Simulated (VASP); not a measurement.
Set up this calculation in VASP 6.6.1, as the native input.

* Task: single point
* Functional: PBE
* Potentials or basis: VASP PAW PBE potentials, release 64 (Se)
* Cutoff: 520 eV
* k mesh: 10 × 10 × 10
* Occupations: gaussian, width 0.1 eV
* Spin: no spin polarisation
* Dipole correction: no
* Further INCAR settings: ALGO = Normal; EDIFF = 1e-07; NBANDS = 9

The structure of Se lies in POSCAR:

```
Se
1.0
   -1.7107084621      1.7161507518      1.6795721236
    1.7264900517     -1.7281268990      1.7073298604
    1.7038288422      1.7212472792     -1.6915482708
Se
1
Direct
    0.0000000000      0.0000000000      0.0000000000
```

The input as run:

INCAR

```
SYSTEM = Se
ALGO = Normal
EDIFF = 1E-7
ENCUT = 520
GGA = PE
ISIF = 2
ISMEAR = 0
LASPH = .True.
LCHARG = .True.
LELF = .True.
LREAL = .False.
LVHAR = .True.
LWAVE = .False.
NBANDS = 9
NELM = 80
PREC = Accurate
SIGMA = 0.1
```

KPOINTS

```
k-points
0
Gamma
  10 10 10
  0 0 0
```

Potentials or basis: VASP PAW PBE potentials, release 64 (Se).

The run is started by

```sh
$ cat potpaw_PBE.64/Se/POTCAR > POTCAR
$ mpirun -np 1 vasp_std > vasp.out
```

Results of the run:

* Pressure: 1.3 GPa
* Band gap on the k mesh: zero (bands 3 and 4 overlap by 6.17 eV)

Wall time 84 s on 1 thread of Intel Xeon 8259CL (shared host), peak memory 0.21 GiB.
